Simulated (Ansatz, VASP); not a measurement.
One calculation of Y, two programs

Contents of INCAR:

```
SYSTEM = Y
  PREC = Accurate
  ENCUT = 520
  EDIFF = 1E-8
  ISMEAR = -1
  SIGMA = 0.03
  LREAL = .False.
  LASPH = .True.
  NELM = 100
  ALGO = Normal
  ISIF = 2
  LWAVE = .False.
  LCHARG = .False.
  LEFG = .True.
  NBANDS = 12
```

The input KPOINTS:

```
Automatic mesh
0
Gamma
  14 14 14
  0 0 0
```

File POSCAR:

```
Y
1.0
    0.0000000000      2.4850000000      2.4850000000
    2.4850000000      0.0000000000      2.4850000000
    2.4850000000      2.4850000000      0.0000000000
Y
1
Direct
    0.0000000000      0.0000000000      0.0000000000
```

Input for Ansatz:

```yaml
crystal:
  lattice:
    - [0.0, 2.485, 2.485]
    - [2.485, 0.0, 2.485]
    - [2.485, 2.485, 0.0]
  atoms:
    - { symbol: "Y", position: [0.0, 0.0, 0.0] }
kpoints:
  mp_grid: { grid: [14, 14, 14] }
  band_path:
    path:
      - [0.0, 0.0, 0.0]
      - [0.5, 0.0, 0.5]
      - [0.625, 0.25, 0.625]
      - [0.375, 0.375, 0.75]
      - [0.0, 0.0, 0.0]
      - [0.5, 0.5, 0.5]
      - [0.5, 0.25, 0.75]
      - [0.5, 0.0, 0.5]
    npoints: 5
scf:
  occupations: { method: fermi_dirac, width: 0.03 }
hamiltonian:
  xc: lda
  pseudopotentials: { kind: paw }
output:
  forces: true
  stress: true
  eigenvalues: true
  efg: { contact_densities: true }
```

Alike in both runs: task electric field gradients; functional LDA; k mesh 14 × 14 × 14; occupations fermi-dirac, width 0.03 eV; no spin polarisation.

```csv
,VASP,Ansatz
version,VASP 6.6.1,Ansatz 0.2.0
potentials or method,"VASP PAW LDA potentials, release 64 (Y_sv)","PAW with Ansatz's default frozen-core files, scalar-relativistic"
plane-wave cutoff (eV),520,420
valence electrons in the cell,11,11
```

VASP gave:

```
pressure (GPa) : -1.9
```

**Question.** Estimate Ansatz's values.

**Answer.** Pressure (GPa): -1.8.

LDA's correlation is that of Perdew and Zunger in VASP and of Perdew and Wang (1992) in Ansatz.
